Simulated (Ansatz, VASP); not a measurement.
# Two plane-wave programs on TaN

```xyz
2
Lattice="0.0000 2.2372 2.2372 2.2372 0.0000 2.2372 2.2372 2.2372 0.0000" Properties=species:S:1:pos:R:3 pbc="T T T"
Ta    2.2372    2.2372    2.2372
N     0.0000    0.0000    0.0000
```

Alike in both runs: task single point; functional PBE; k mesh 20 × 20 × 20; occupations gaussian, width 0.15 eV; no spin polarisation.

```csv
,VASP,Ansatz
version,VASP 6.6.1,Ansatz 0.2.0
potentials or method,"VASP PAW PBE potentials, release 64 (Ta_pv, N), cutoff 520 eV","scalar-relativistic, plane waves, PAW"
valence electrons in the cell,16,18
```

|  | VASP | Ansatz | Ansatz less VASP |
| --- | --- | --- | --- |
| gap on the k mesh at the Fermi level (eV) | none | none | - |
| pressure (GPa) | -11.1 | -11.9 | -0.86 |

A gap of «none» marks a metal or a gap that the smearing closes. VASP's potentials hold 16 valence electrons a cell and Ansatz's 18, so a difference there can come from the potentials and not from the codes.

Neither program's run includes spin-orbit coupling.
